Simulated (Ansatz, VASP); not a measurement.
Bi in VASP and in Ansatz

```
Bi
1.0
     2.29734    1.32637    3.98982
    -2.29734    1.32637    3.98982
     0.00000   -2.65274    3.98982
Bi
2
Direct
  0.76600 0.76600 0.76600
  0.23400 0.23400 0.23400
```

Change from the starting cell: volume scaled by 1.04.

Alike in both runs: task single point; functional revPBE; k mesh 7 × 7 × 7; occupations tetrahedron; non-collinear spin, spin-orbit coupling.

|  | VASP | Ansatz |
| --- | --- | --- |
| version | VASP 6.6.1 | Ansatz 0.2.0 |
| potentials or method | VASP PAW PBE potentials, release 64 (Bi_d) | Ansatz PAW |
| plane-wave cutoff (eV) | 520 | 420 |
| valence electrons in the cell | 30 | 30 |

Ansatz gave:

| Item | Value |
| --- | --- |
| pressure (GPa) | 2.2 |
| traceless stress, the component that is largest in VASP (GPa) | -0.08 |
| rms of the force components (eV/Å) | 0.002 |
| net moment per atom (μB) | 0.00 |

Question: Estimate VASP's values.

Answer: Pressure (GPa): 2.1; traceless stress, the component that is largest in VASP (GPa): -0.07; rms of the force components (eV/Å): 0.012; net moment per atom (μB): 0.00.

VASP's potentials were made for PBE, not for revPBE. Atom by atom the forces differ by 0.010 eV/Å (rms over components).

Noted on Ansatz's run: odd divisions of the mesh miss points on the zone boundary, where band edges often lie, so the gap on the mesh can be too wide.
